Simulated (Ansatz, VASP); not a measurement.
Ga in VASP and in Ansatz

```
CELL_PARAMETERS angstrom
2.20858 -3.74550 -0.33129
2.20858 3.74550 -0.33129
-0.66586 0.00000 3.77321
ATOMIC_POSITIONS crystal
Ga 0.15602 0.84398 0.08450
Ga 0.65602 0.34398 0.41550
Ga 0.84398 0.15602 0.91550
Ga 0.34398 0.65602 0.58450
```

Change from the starting cell: engineering shear strain xz -0.3000, normal strain along z -0.1500.

Alike in both runs: task single point; functional LDA; k mesh 10 × 10 × 10; occupations gaussian, width 0.15 eV; no spin polarisation.

|  | VASP | Ansatz |
| --- | --- | --- |
| version | VASP 6.6.1 | Ansatz 0.2.0 |
| potentials or method | VASP PAW LDA potentials, release 64 (Ga_d), cutoff 520 eV | scalar-relativistic, plane waves, PAW |
| valence electrons in the cell | 52 | 52 |

|  | VASP | Ansatz | Ansatz less VASP |
| --- | --- | --- | --- |
| gap on the k mesh at the Fermi level (eV) | none | none | - |
| pressure (GPa) | 30.2 | 29.6 | -0.59 |
| traceless stress, the component that is largest in VASP (GPa) | 15.38 | 15.19 | -0.194 |
| rms of the force components (eV/Å) | 1.525 | 1.499 | -0.0257 |

LDA's correlation is that of Perdew and Zunger in VASP and of Perdew and Wang (1992) in Ansatz. Atom by atom the forces differ by 0.026 eV/Å (rms over components). A gap of «none» marks a metal or a gap that the smearing closes. Both programs put the cell under a high pressure, so it lies far from rest at this level.
